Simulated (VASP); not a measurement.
Set up this calculation in VASP 6.6.1, as the native input.

* Task: single point
* Functional: PBEsol
* Potentials or basis: VASP PAW PBE potentials, release 64 (Al)
* Cutoff: 520 eV
* k mesh: 22 × 22 × 22
* Occupations: gaussian, width 0.1 eV
* Spin: no spin polarisation
* Dipole correction: no
* Further INCAR settings: ALGO = Fast; EDIFF = 1e-06; NBANDS = 10

The structure of Al lies in POSCAR:

```
Al
1.0
   -2.6311760190      2.6311760190      1.3562314039
    2.6311760190     -2.6311760190      1.3562314039
    2.6311760190      2.6311760190     -1.3562314039
Al
2
Direct
    0.0000000000      0.0000000000      0.0000000000
    0.7500000000      0.2500000000      0.5000000000
```

The input as run:

INCAR

```
SYSTEM = Al
ALGO     = Fast           ! electronic algorithm
EDIFF    = 1E-6           ! SCF threshold, eV
ENCUT    = 520            ! plane-wave cutoff, eV
GGA      = PS             ! functional
ISIF     = 2              ! what is computed and relaxed
ISMEAR   = 0              ! smearing method
LASPH    = .True.         ! aspherical terms in the spheres
LCHARG   = .False.        ! write CHGCAR
LREAL    = .False.        ! projectors in reciprocal space
LWAVE    = .False.        ! write WAVECAR
NBANDS   = 10             ! bands
NELM     = 60             ! most SCF steps
PREC     = Accurate       ! precision mode
SIGMA    = 0.1            ! smearing width, eV
```

KPOINTS

```
k-points
0
Gamma
  22 22 22
  0 0 0
```

Potentials or basis: VASP PAW PBE potentials, release 64 (Al).

The run is started by

```sh
$ cat potpaw_PBE.64/Al/POTCAR > POTCAR
$ mpirun -np 1 vasp_std > vasp.out
```

Results of the run:

| Property | Result |
| --- | --- |
| Pressure | 0.1 GPa |
| Band gap on the k mesh | zero (bands 3 and 4 overlap by 6.83 eV) |

Caveat: the PAW data sets were made with another functional, which shifts forces and pressure a little.

It took 6.4 min on 1 thread of Intel Xeon 8259CL (shared host), peak memory 0.37 GiB.
